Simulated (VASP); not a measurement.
Wanted: the native input for a VASP 6.6.1 run.

```yaml
Task: single point
Functional: PBE
Potentials_or_basis: VASP PAW PBE potentials, release 64 (Pb_d, S)
Cutoff: 520 eV
k_mesh: 8 × 8 × 8
Occupations: fermi-dirac, width 0.02 eV
Spin: no spin polarisation
Dipole_correction: no
Further_INCAR_settings: ALGO = Normal; EDIFF = 1e-07; NBANDS = 17
```

The structure of PbS lies in POSCAR:

```
PbS
1.0
    0.0324114750      2.9872327164      2.9872327164
    2.9872327164      0.0324114750      2.9872327164
    3.0196441913      3.0196441913     -0.0000000001
Pb S
1 1
Direct
    0.0000000000      0.0000000000      0.0000000000
    0.5000000000      0.5000000000      0.5000000000
```

This cell differs from its parent crystal: shear xy strain +2.2%.

These files were run (other wordings do the same):

INCAR

```
SYSTEM = PbS
  PREC = Accurate
  ENCUT = 520
  EDIFF = 1E-7
  ISMEAR = -1
  SIGMA = 0.02
  LREAL = .False.
  LASPH = .True.
  NELM = 60
  ALGO = Normal
  ISIF = 2
  LWAVE = .False.
  LCHARG = .False.
  GGA = PE
  NBANDS = 17
```

KPOINTS

```
Automatic mesh
0
Gamma
  8 8 8
  0 0 0
```

Potentials or basis: VASP PAW PBE potentials, release 64 (Pb_d, S).

Launch:

```bash
$ cat potpaw_PBE.64/Pb_d/POTCAR potpaw_PBE.64/S/POTCAR > POTCAR
$ mpirun -np 1 vasp_std > vasp.out
```

It gave:

| Item | Value |
| --- | --- |
| Pressure | 0.9 GPa |
| Band gap on the k mesh | 0.34 eV, indirect (least direct gap 0.42 eV) |

Caveat: the cell differs from its parent crystal (shear xy strain +2.2%); spin-orbit coupling is left out, which moves the levels of the heavy elements.

It took 2.4 min on 1 thread of AMD EPYC 7R13, with other jobs on the host, peak memory 0.2 GiB.
